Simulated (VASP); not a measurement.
# SiO2 (P4_2/mnm) in VASP: notebook, part 2 of 2

VASP 6.6.1. The steps go on from the part before.

## (3) Single point, PBE (7.61 Å³/atom)

This run uses another cell than the first one, of 7.61 Å³/atom.

INCAR

```
SYSTEM = SiO2
  ALGO = Normal
  EDIFF = 1E-6
  ENCUT = 520
  GGA = PE
  ISIF = 2
  ISMEAR = -1
  LASPH = .True.
  LCHARG = .False.
  LREAL = .False.
  LWAVE = .False.
  NBANDS = 25
  NELM = 60
  PREC = Accurate
  SIGMA = 0.03
```

KPOINTS

```
k-points
0
Gamma
  6 6 9
  0 0 0
```

POSCAR

```
SiO2
1.0
    4.1520447923      0.0000000000      0.0000000000
    0.0000000000      4.1520447923      0.0000000000
    0.0000000000      0.0000000000      2.6498947625
Si O
2 4
Direct
    0.0000000000      0.0000000000      0.0000000000
    0.5000000000      0.5000000000      0.5000000000
    0.3067000000      0.3067000000      0.0000000000
    0.1933000000      0.8067000000      0.5000000000
    0.6933000000      0.6933000000      0.0000000000
    0.8067000000      0.1933000000      0.5000000000
```

Potentials or basis: VASP PAW PBE potentials, release 64 (Si, O).

On the command line:

```bash
$ cat potpaw_PBE.64/Si/POTCAR potpaw_PBE.64/O/POTCAR > POTCAR
$ mpirun -np 1 vasp_std > vasp.out
```

OUTCAR:

```text
SYSTEM = SiO2
   EDIFF = 1E-6
   ENCUT = 520
   GGA = PE
   ISIF = 2
   ISMEAR = -1
   LASPH = .True.
   LREAL = .False.
   NELM = 60
   PREC = Accurate

 ion  position               nearest neighbor table
   1  0.000  0.000  0.000-   4 1.74   6 1.74   4 1.74   6 1.74   5 1.80   3 1.80
   2  0.500  0.500  0.500-   3 1.74   5 1.74   3 1.74   5 1.74   4 1.80   6 1.80
   3  0.307  0.307  0.000-   2 1.74   2 1.74   1 1.80
   4  0.193  0.807  0.500-   1 1.74   1 1.74   2 1.80
   5  0.693  0.693  0.000-   2 1.74   2 1.74   1 1.80
   6  0.807  0.193  0.500-   1 1.74   1 1.74   2 1.80

  LATTYP: Found a simple tetragonal cell.
 ALAT       =     4.1520447923
 C/A-ratio  =     0.6382143968

  Lattice vectors:

 A1 = (   4.1520447923,   0.0000000000,   0.0000000000)
 A2 = (   0.0000000000,   4.1520447923,   0.0000000000)
 A3 = (   0.0000000000,   0.0000000000,   2.6498947625)

Analysis of symmetry for initial positions (statically):
=====================================================================
 Subroutine PRICEL returns:
 Original cell was already a primitive cell.

 Routine SETGRP: Setting up the symmetry group for a
 simple tetragonal supercell.

 Subroutine GETGRP returns: Found 16 space group operations
 (whereof  8 operations were pure point group operations)
 out of a pool of 16 trial point group operations.

The static configuration has the point symmetry D_2h.
 The point group associated with its full space group is D_4h.

Analysis of symmetry for dynamics (positions and initial velocities):
=====================================================================
 Subroutine PRICEL returns:
 Original cell was already a primitive cell.

 Routine SETGRP: Setting up the symmetry group for a
 simple tetragonal supercell.

 Subroutine GETGRP returns: Found 16 space group operations
 (whereof  8 operations were pure point group operations)
 out of a pool of 16 trial point group operations.

The dynamic configuration has the point symmetry D_2h.
 The point group associated with its full space group is D_4h.

 Subroutine INISYM returns: Found 16 space group operations
 (whereof  8 operations are pure point group operations),
 and found     1 'primitive' translations

----------------------------------------------------------------------------------------

                                     Primitive cell

  volume of cell :      45.6828

  direct lattice vectors                    reciprocal lattice vectors
     4.152044792  0.000000000  0.000000000     0.240845186  0.000000000  0.000000000
     0.000000000  4.152044792  0.000000000     0.000000000  0.240845186  0.000000000
     0.000000000  0.000000000  2.649894762     0.000000000  0.000000000  0.377373477

  length of vectors
     4.152044792  4.152044792  2.649894762     0.240845186  0.240845186  0.377373477

  position of ions in fractional coordinates (direct lattice)
     0.000000000  0.000000000  0.000000000
     0.500000000  0.500000000  0.500000000
     0.306700000  0.306700000  0.000000000
     0.193300000  0.806700000  0.500000000
     0.693300000  0.693300000  0.000000000
     0.806700000  0.193300000  0.500000000

  ion indices of the primitive-cell ions
   primitive index   ion index
                 1           1
[... 34 lines left out ...]
  0.000000  0.000000  0.000000      1.000000
  0.166667  0.000000  0.000000      4.000000
  0.333333  0.000000  0.000000      4.000000
  0.500000  0.000000  0.000000      2.000000
  0.166667  0.166667  0.000000      4.000000
  0.333333  0.166667  0.000000      8.000000
[... 16 lines left out ...]
  0.333333  0.000000  0.222222      8.000000
  0.500000  0.000000  0.222222      4.000000
 [... further k-points ...]
   k-points           NKPTS =     50   k-points in BZ     NKDIM =     50   number of bands    NBANDS=     25
   number of dos      NEDOS =    301   number of ions     NIONS =      6
   total plane-waves  NPLWV =  20480
   dimension x,y,z NGX =    32 NGY =   32 NGZ =   20
   dimension x,y,z NGXF=    64 NGYF=   64 NGZF=   40
   ions per type =               2   4
   NGX,Y,Z   is equivalent  to a cutoff of  12.81, 12.81, 12.55 a.u.
   NGXF,Y,Z  is equivalent  to a cutoff of  25.63, 25.63, 25.09 a.u.
 SYSTEM =  SiO2
   PREC   = accura    normal or accurate (medium, high low for compatibility)
   ISTART =      0    job   : 0-new  1-cont  2-samecut
   ICHARG =      2    charge: 1-file 2-atom 10-const
   ISPIN  =      1    spin polarized calculation?
   LNONCOLLINEAR =      F non collinear calculations
   LSORBIT =      F    spin-orbit coupling
   LASPH  =      T    aspherical Exc in radial PAW
   ENCUT  =  520.0 eV  38.22 Ry    6.18 a.u.   7.72  7.72  4.93*2*pi/ulx,y,z
   NELM   =     60;   NELMIN=  2; NELMDL= -5     # of ELM steps
   EDIFF  = 0.1E-05   stopping-criterion for ELM
   LREAL  =      F    real-space projection
   EDIFFG = 0.1E-04   stopping-criterion for IOM
   NSW    =      0    number of steps for IOM
   IBRION =     -1    ionic relax: 0-MD 1-quasi-New 2-CG
   NFREE  =      0    steps in history (QN), initial steepest desc. (CG)
   ISIF   =      2    stress and relaxation
   ISYM   =      2    0-nonsym 1-usesym 2-fastsym
   POTIM  = 0.5000    time-step for ionic-motion
   TEBEG  =    0.0;   TEEND  =   0.0 temperature during run
   PSTRESS=    0.0 pullay stress
   NELECT =      32.0000    total number of electrons
   NUPDOWN=      -1.0000    fix difference up-down
   EMIN   =  10.00;   EMAX   =-10.00  energy-range for DOS
   EFERMI =   0.00;   METHOD = LEGACY
   ISMEAR =    -1;   SIGMA  =   0.03  broadening in eV -4-tet -1-fermi 0-gaus
   EFERMI_NEDOS =   21; number of points for ismear=-14 and -15
   IALGO  =     38    algorithm
   IMIX   =      4    mixing-type and parameters
     AMIX     =   0.40;   BMIX     =  1.00
     AMIX_MAG =   1.60;   BMIX_MAG =  1.00
  volume/ion in A,a.u.               =       7.61        51.38
  Fermi-wavevector in a.u.,A,eV,Ry     =   1.453920  2.747511 28.761140  2.113884
  Thomas-Fermi vector in A             =   2.571131
   LORBIT       =      0    0 simple, 1 ext, 2 COOP (PROOUT), +10 PAW based schemes
   GGA     = PE    functional components
   LHFCALC =     F    Hartree Fock is set to
   AEXX    =    0.0000 exact exchange contribution
   IVDW    =     0    specifies the selected vdW correction
   LEPSILON=     F    determine dielectric tensor
   LRPA    =     F    only Hartree local field effects (RPA)
 non-spin polarized calculation
  energy-cutoff  :      520.00
  volume of cell :       45.68
 maximum number of plane-waves:      1254
 NGX is ok and might be reduce to    32
   NGX = 15   NGY = 15   NGZ =  9

 number of electron      31.9999979 magnetization

 Free energy of the ion-electron system (eV)
  ---------------------------------------------------
  ext. energy  EPLUGINS =         0.00000000
  ---------------------------------------------------
  free energy    TOTEN  =       -46.17179958 eV

  energy without entropy =      -46.17179958  energy(sigma->0) =      -46.17179958

 E-fermi :   9.1007     XC(G=0): -12.3692

 val. band max:        8.4994204217   @ k =   0.0000   0.0000   0.0000
 cond. band min:      14.4813250234   @ k =   0.0000   0.0000   0.0000
 fundamental gap:      5.9819046017
 Fermi energy:         9.1006713343

 k-point     1 :       0.0000    0.0000    0.0000
  band No.  band energies     occupation
      1     -14.2874      2.00000
      2     -10.5386      2.00000
      3     -10.5386      2.00000
      4     -10.3437      2.00000
      5      -2.4506      2.00000
      6       1.9741      2.00000
[... 661 lines left out ...]
     24      21.3357      0.00000
     25      22.6149      0.00000

 [... further k-points ...]

------------------------ aborting loop because EDIFF is reached ----------------------------------------

  FORCE on cell =-STRESS in cart. coord.  units (eV):
  Direction    XX          YY          ZZ          XY          YZ          ZX
  --------------------------------------------------------------------------------------
  -------------------------------------------------------------------------------------
  Total        4.9381085      4.9381085      5.7732253     -0.0000000      0.0000000      0.0000000
  in kB      173.1882912    173.1882912    202.4773294     -0.0000000      0.0000000      0.0000000
  external PRESSURE =     182.9513039 kB  Pullay stress =       0.0000000 kB

 VOLUME and BASIS-vectors are now :
 -----------------------------------------------------------------------------
  energy-cutoff  :      520.00
  volume of cell :       45.68
      direct lattice vectors                 reciprocal lattice vectors
     4.152044792  0.000000000  0.000000000     0.240845186  0.000000000  0.000000000
     0.000000000  4.152044792  0.000000000     0.000000000  0.240845186  0.000000000
     0.000000000  0.000000000  2.649894762     0.000000000  0.000000000  0.377373477

 POSITION                                       TOTAL-FORCE (eV/Angst)
 -----------------------------------------------------------------------------------
      0.00000      0.00000      0.00000         0.000000      0.000000     -0.000000
      2.07602      2.07602      1.32495         0.000000      0.000000     -0.000000
      1.27343      1.27343      0.00000        -0.279395     -0.279395      0.000000
      0.80259      3.34945      1.32495         0.279395     -0.279395      0.000000
      2.87861      2.87861      0.00000         0.279395      0.279395     -0.000000
      3.34945      0.80259      1.32495        -0.279395      0.279395     -0.000000
 -----------------------------------------------------------------------------------
    total drift:                                0.000000      0.000000      0.000000

  FREE ENERGIE OF THE ION-ELECTRON SYSTEM (eV)
  ---------------------------------------------------
  free  energy   TOTEN  =       -46.1717995847 eV

  energy  without entropy=      -46.1717995847  energy(sigma->0) =      -46.17179958
```

Run time: 58 s. Hardware: 1 thread of Intel Xeon 8259CL, shared host; peak memory 0.18 GiB.

What came out:

| Property | Result |
| --- | --- |
| Free energy | -46.1718 eV |
| Pressure | 18.3 GPa |
| Largest force | 0.395 eV/Å |
| Band gap on the k mesh | 5.98 eV |

Forces on the atoms (eV/Å):
```
Si   0.000  0.000  0.000
Si   0.000  0.000  0.000
O   -0.279 -0.279  0.000
O    0.279 -0.279  0.000
O    0.279  0.279  0.000
O   -0.279  0.279  0.000
```

Stress tensor (GPa, compression positive):
```
17.32  0.00  0.00
 0.00 17.32  0.00
 0.00  0.00 20.25
```

Caveat: the cell stands under pressure. A k mesh can miss the band edges.

## (4) Single point, PBE (7.85 Å³/atom)

This run uses another cell than the first one, of 7.85 Å³/atom.

INCAR

```
  PREC = Accurate
  ENCUT = 520
  EDIFF = 1E-6
  ISMEAR = -1
  SIGMA = 0.03
  LREAL = F
  LASPH = T
  NELM = 60
  ALGO = Normal
  ISIF = 2
  LWAVE = F
  LCHARG = T
  GGA = PE
  LELF = T
  LVHAR = T
  NBANDS = 25
```

KPOINTS

```
regular mesh
0
Gamma
  6 6 9
```

POSCAR, as its differences from that of step 3:

```diff
@@ -2,5 +2,5 @@
 1.0
-    4.1520447923      0.0000000000      0.0000000000
-    0.0000000000      4.1520447923      0.0000000000
-    0.0000000000      0.0000000000      2.6498947625
+    4.1939874774      0.0000000000      0.0000000000
+    0.0000000000      4.1939874774      0.0000000000
+    0.0000000000      0.0000000000      2.6766631880
 Si O
```

Potentials or basis: VASP PAW PBE potentials, release 64 (Si, O).

On the command line:

```bash
$ cat potpaw_PBE.64/Si/POTCAR potpaw_PBE.64/O/POTCAR > POTCAR
$ mpirun -np 1 vasp_std > vasp.out
```

OUTCAR:

```text
PREC = Accurate
   ENCUT = 520
   EDIFF = 1E-6
   ISMEAR = -1
   LREAL = F
   LASPH = T
   NELM = 60
   ISIF = 2
   GGA = PE

 ion  position               nearest neighbor table
   1  0.000  0.000  0.000-   4 1.76   6 1.76   4 1.76   6 1.76   5 1.82   3 1.82
   2  0.500  0.500  0.500-   3 1.76   5 1.76   3 1.76   5 1.76   4 1.82   6 1.82
   3  0.307  0.307  0.000-   2 1.76   2 1.76   1 1.82
   4  0.193  0.807  0.500-   1 1.76   1 1.76   2 1.82
   5  0.693  0.693  0.000-   2 1.76   2 1.76   1 1.82
   6  0.807  0.193  0.500-   1 1.76   1 1.76   2 1.82

  LATTYP: Found a simple tetragonal cell.
 ALAT       =     4.1939874774
 C/A-ratio  =     0.6382143968

  Lattice vectors:

 A1 = (   4.1939874774,   0.0000000000,   0.0000000000)
 A2 = (   0.0000000000,   4.1939874774,   0.0000000000)
 A3 = (   0.0000000000,   0.0000000000,   2.6766631880)

Analysis of symmetry for initial positions (statically):
=====================================================================
 Subroutine PRICEL returns:
 Original cell was already a primitive cell.

[... 182 lines left out ...]
 cond. band min:      13.5184363153   @ k =   0.0000   0.0000   0.0000
 fundamental gap:      5.4357890626
 Fermi energy:         8.6394733737

 k-point     1 :       0.0000    0.0000    0.0000
  band No.  band energies     occupation
      1     -14.3853      2.00000
      2     -10.7932      2.00000
      3     -10.7932      2.00000
      4     -10.6047      2.00000
      5      -2.6901      2.00000
      6       1.7250      2.00000
[... 661 lines left out ...]
     24      20.7579      0.00000
     25      21.9873      0.00000

 [... further k-points ...]

------------------------ aborting loop because EDIFF is reached ----------------------------------------

  FORCE on cell =-STRESS in cart. coord.  units (eV):
  Direction    XX          YY          ZZ          XY          YZ          ZX
  --------------------------------------------------------------------------------------
  -------------------------------------------------------------------------------------
  Total        2.1974499      2.1974499      2.3562415      0.0000000      0.0000000      0.0000000
  in kB       74.7793318     74.7793318     80.1830174      0.0000000      0.0000000      0.0000000
  external PRESSURE =      76.5805604 kB  Pullay stress =       0.0000000 kB

 VOLUME and BASIS-vectors are now :
 -----------------------------------------------------------------------------
  energy-cutoff  :      520.00
  volume of cell :       47.08
      direct lattice vectors                 reciprocal lattice vectors
     4.193987477  0.000000000  0.000000000     0.238436573  0.000000000  0.000000000
     0.000000000  4.193987477  0.000000000     0.000000000  0.238436573  0.000000000
     0.000000000  0.000000000  2.676663188     0.000000000  0.000000000  0.373599489

 POSITION                                       TOTAL-FORCE (eV/Angst)
 -----------------------------------------------------------------------------------
      0.00000      0.00000      0.00000         0.000000      0.000000      0.000000
      2.09699      2.09699      1.33833         0.000000      0.000000      0.000000
      1.28630      1.28630      0.00000        -0.122288     -0.122288      0.000000
      0.81070      3.38329      1.33833         0.122288     -0.122288      0.000000
      2.90769      2.90769      0.00000         0.122288      0.122288     -0.000000
      3.38329      0.81070      1.33833        -0.122288      0.122288     -0.000000
 -----------------------------------------------------------------------------------
    total drift:                                0.000000      0.000000      0.000000

  FREE ENERGIE OF THE ION-ELECTRON SYSTEM (eV)
  ---------------------------------------------------
  free  energy   TOTEN  =       -46.2869875321 eV

  energy  without entropy=      -46.2869875321  energy(sigma->0) =      -46.28698753
```

OSZICAR:

```text
N       E                     dE             d eps       ncg     rms          rms(c)
DAV:   1     0.132749186341E+03    0.13275E+03   -0.17732E+04  2532   0.123E+03
DAV:   2    -0.441056510927E+02   -0.17685E+03   -0.17002E+03  3164   0.279E+02
DAV:   3    -0.508699809349E+02   -0.67643E+01   -0.67355E+01  3350   0.522E+01
DAV:   4    -0.509132982427E+02   -0.43317E-01   -0.43297E-01  2876   0.481E+00
DAV:   5    -0.509136655699E+02   -0.36733E-03   -0.36725E-03  3371   0.418E-01    0.174E+01
DAV:   6    -0.462263848900E+02    0.46873E+01   -0.13227E+01  3129   0.244E+01    0.797E+00
DAV:   7    -0.462658985431E+02   -0.39514E-01   -0.72562E-01  3181   0.501E+00    0.292E+00
DAV:   8    -0.462801068192E+02   -0.14208E-01   -0.24421E-02  3057   0.137E+00    0.109E+00
DAV:   9    -0.462867933475E+02   -0.66865E-02   -0.93762E-03  3263   0.827E-01    0.264E-01
DAV:  10    -0.462870076303E+02   -0.21428E-03   -0.50180E-04  3112   0.159E-01    0.448E-02
DAV:  11    -0.462869862969E+02    0.21333E-04   -0.88850E-05  3311   0.679E-02    0.863E-03
DAV:  12    -0.462869874354E+02   -0.11385E-05   -0.54132E-06  2994   0.165E-02    0.357E-03
DAV:  13    -0.462869875321E+02   -0.96776E-07   -0.63657E-07  2122   0.586E-03
   1 F= -.46286988E+02 E0= -.46286988E+02  d E =-.322709E-10
```

It took 62 s on 1 thread of Intel Xeon 8259CL, shared host; peak memory 0.18 GiB.

What came out:

```yaml
Free_energy: -46.2870 eV
Pressure: 7.7 GPa
Largest_force: 0.173 eV/Å
Band_gap_on_the_k_mesh: 5.44 eV
```

Forces on the atoms (eV/Å):
```
Si   0.000  0.000  0.000
Si   0.000  0.000  0.000
O   -0.122 -0.122  0.000
O    0.122 -0.122  0.000
O    0.122  0.122  0.000
O   -0.122  0.122  0.000
```

Stress tensor (GPa, compression positive):
```
7.48 0.00 0.00
0.00 7.48 0.00
0.00 0.00 8.02
```

Caveat: the cell stands under pressure.

## (5) Single point, PBE (8.08 Å³/atom)

This run uses another cell than the first one, of 8.08 Å³/atom.

INCAR

```
SYSTEM = SiO2
PREC = Accurate ; ENCUT = 520
EDIFF = 1E-6 ; ISMEAR = -1
SIGMA = 0.03 ; LREAL = .FALSE.
LASPH = .TRUE. ; NELM = 100
ALGO = Normal ; ISIF = 2
LWAVE = .FALSE. ; LCHARG = .FALSE.
GGA = PE ; NBANDS = 25
```

KPOINTS

```
regular mesh
0
G
  6 6 9
  0 0 0
```

POSCAR, as its differences from that of step 4:

```diff
@@ -2,5 +2,5 @@
 1.0
-    4.1939874774      0.0000000000      0.0000000000
-    0.0000000000      4.1939874774      0.0000000000
-    0.0000000000      0.0000000000      2.6766631880
+    4.2351076239      0.0000000000      0.0000000000
+    0.0000000000      4.2351076239      0.0000000000
+    0.0000000000      0.0000000000      2.7029066575
 Si O
```

On the command line:

```bash
$ cat potpaw_PBE.64/Si/POTCAR potpaw_PBE.64/O/POTCAR > POTCAR
$ mpirun -np 1 vasp_std > vasp.out
```

Run time: 63 s. Hardware: 1 thread of Intel Xeon 8259CL, shared host; peak memory 0.18 GiB.

It converged, with:

```
Free energy            : -46.3160 eV
Pressure               : -1.5 GPa
Largest force          : 0.028 eV/Å
Band gap on the k mesh : 4.92 eV
```

Forces in eV/Å, atoms in the order of the input:
```
Si   0.000  0.000  0.000
Si   0.000  0.000  0.000
O    0.020  0.020  0.000
O   -0.020  0.020  0.000
O   -0.020 -0.020  0.000
O    0.020 -0.020  0.000
```

Stress tensor (GPa, compression positive):
```
-0.96  0.00  0.00
 0.00 -0.96  0.00
 0.00  0.00 -2.52
```

Levels at points of the mesh, in eV from the valence-band top:
```csv
k point,band 12,band 13,band 14,band 15,band 16,band 17,band 18,band 19,band 20,band 21
"(0.00, 0.00, 0.00)",-3.03,-2.51,-0.85,-0.85,0.00,4.92,6.52,8.18,8.18,11.06
"(0.50, 0.00, 0.00)",-3.68,-2.62,-2.62,-1.03,-1.03,7.20,7.20,8.78,8.78,10.78
"(0.50, 0.50, 0.00)",-3.15,-2.55,-2.55,-2.14,-2.14,6.92,6.92,9.69,9.69,12.68
```

## (6) Summary

| cell | gap on the mesh (eV) | pressure (GPa) | largest force (eV/Å) |
| --- | --- | --- | --- |
| a = 4.095, b = 4.095, c = 2.613 Å, 6 atoms | 6.76 | 35.2 | 0.73 |
| a = 4.152, b = 4.152, c = 2.650 Å, 6 atoms | 5.98 | 18.3 | 0.40 |
| a = 4.194, b = 4.194, c = 2.677 Å, 6 atoms | 5.44 | 7.7 | 0.17 |
| a = 4.235, b = 4.235, c = 2.703 Å, 6 atoms | 4.92 | -1.5 | 0.03 |

Alike in all rows: task single point; level PBE; potentials or basis VASP PAW PBE potentials, release 64 (Si, O); no spin polarisation; k mesh 6 × 6 × 9; cutoff (eV) 520; smearing fermi-dirac 0.03 eV.

Caveats: the cell stands under pressure (at least some runs); the stress differs along the axes, from 33 to 40 GPa (at least some runs).

Total energies depend on the potentials used, so only differences within one code and one set of settings carry meaning.
